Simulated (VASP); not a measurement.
Runs of VASP 6.6.1 on B. The structure is that of space group Fm-3m (No. 225), or close to it. The cells are those of the table. 

```csv
task,cell,k mesh,cutoff (eV),gap on the mesh (eV),pressure (GPa)
single point,"a = 1.980 Å, angles 60.0°, 1 atom",21 × 21 × 21,520,none,(a)
single point,"a = 2.088 Å, angles 60.0°, 1 atom",21 × 21 × 21,520,none,-17.7
single point,"a = 2.035 Å, angles 60.0°, 1 atom",21 × 21 × 21,520,none,-0.1
single point,"a = 1.950 Å, angles 60.0°, 1 atom",21 × 21 × 21,520,none,43.0
relaxation of cell and atoms,"relaxed from a = 2.101 Å, angles 60.0°, 1 atom",18 × 18 × 18,600,none,0.1
```

Alike in all rows: level revPBE; potentials or basis VASP PAW PBE potentials, release 64 (B); no spin polarisation; smearing fermi-dirac 0.1 eV.

Fill in the values left out.

(a) 25.8.

Caveats: the PAW data sets were made with another functional, which shifts forces and pressure a little.

A gap of «none» marks levels without a gap at the run's occupations.
